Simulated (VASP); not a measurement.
The system is CuO.

```
CELL_PARAMETERS angstrom
0.19332 -2.21489 -2.08322
-2.05934 0.10838 -1.99827
2.42994 2.33067 -4.47553
ATOMIC_POSITIONS crystal
Cu 0.45623 0.53069 0.48541
Cu 0.97428 0.98587 0.02436
O 0.80166 0.74472 0.73928
O 0.26782 0.23873 0.25095
```

Base run:

* Program: VASP 6.6.1
* Functional: LDA
* Potentials or basis: VASP PAW LDA potentials, release 64 (Cu, O)
* Cutoff: 520 eV
* k mesh: 10 × 10 × 5
* Occupations: fermi-dirac, width 0.05 eV
* Spin: no spin polarisation

Its results: band gap on the k mesh zero (bands 17 and 18 overlap by 0.70 eV); pressure -24.4 GPa; largest force 1.173 eV/Å.

Problem. The run is repeated on the same cell with these changes: functional from LDA to BLYP; potentials or basis from VASP PAW LDA potentials, release 64 (Cu, O) to VASP PAW PBE potentials, release 64 (Cu, O). What comes out?

Solution. Band gap on the k mesh zero (bands 17 and 18 overlap by 0.69 eV); pressure -4.8 GPa; largest force 1.459 eV/Å.

Caveats: the cell stands under tension; semilocal functionals often make such compounds metallic where correlation or magnetic order opens a gap, which also shifts bond lengths; forces of over 1 eV/Å act on the atoms, so gaps and moduli don't describe the material at rest (at least some runs); the PAW data sets were made with another functional, which shifts forces and pressure a little (at least some runs).
